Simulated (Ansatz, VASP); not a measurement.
## Al: VASP beside Ansatz

File INCAR:

```
SYSTEM = Al
ALGO     = Normal         ! electronic algorithm
EDIFF    = 1E-6           ! SCF threshold, eV
ENCUT    = 520            ! plane-wave cutoff, eV
GGA      = PS             ! functional
ISIF     = 2              ! what is computed and relaxed
ISMEAR   = 0              ! smearing method
LASPH    = .TRUE.         ! aspherical terms in the spheres
LCHARG   = .TRUE.         ! write CHGCAR
LELF     = .TRUE.         ! ELF
LREAL    = .FALSE.        ! projectors in reciprocal space
LVHAR    = .TRUE.       
LWAVE    = .FALSE.        ! write WAVECAR
NBANDS   = 10             ! bands
NELM     = 60             ! most SCF steps
PREC     = Accurate       ! precision mode
SIGMA    = 0.15           ! smearing width, eV
```

KPOINTS

```
k-points
0
G
  18 18 10
  0 0 0
```

File POSCAR:

```
Al
1.0
    2.6502000000      0.0000000000      0.0000000000
   -1.3251000000      2.2951405251      0.0000000000
    0.0000000000      0.0000000000      4.6382883863
Al
2
Direct
    0.6666666667      0.3333333333      0.7500000000
    0.3333333333      0.6666666667      0.2500000000
```

Input for Ansatz:

```yaml
crystal:
  lattice:
    - [2.6502, 0.0, 0.0]
    - [-1.3251, 2.2951405251, 0.0]
    - [0.0, 0.0, 4.6382883863]
  atoms:
    - { symbol: Al, position: [0.6666666667, 0.3333333333, 0.75] }
    - { symbol: Al, position: [0.3333333333, 0.6666666667, 0.25] }
basis:
  ecutwfc: 420
kpoints:
  mp_grid: { grid: [18, 18, 10] }
hamiltonian:
  xc: pbesol
  pseudopotentials: { kind: paw, azcp: { folder: soft_1 } }
scf:
  occupations: { method: gaussian, width: 0.15 }
output:
  forces: true
  stress: true
  eigenvalues: true
```

Alike in both runs: task single point; functional PBEsol; k mesh 18 × 18 × 10; occupations gaussian, width 0.15 eV; no spin polarisation.

|  | VASP | Ansatz |
| --- | --- | --- |
| version | VASP 6.6.1 | Ansatz 0.2.0 |
| potentials or method | VASP PAW PBE potentials, release 64 (Al), cutoff 520 eV | scalar-relativistic, plane waves, PAW |
| valence electrons in the cell | 6 | 6 |

|  | VASP | Ansatz | Ansatz less VASP |
| --- | --- | --- | --- |
| gap on the k mesh at the Fermi level (eV) | none | none | - |
| pressure (GPa) | 16.6 | 16.4 | -0.17 |
| traceless stress, the component that is largest in VASP (GPa) | -5.51 | -5.46 | +0.053 |

VASP's potentials were made for PBE, not for PBEsol, and Ansatz warns of the same on its side. A gap of «none» marks a metal or a gap that the smearing closes.
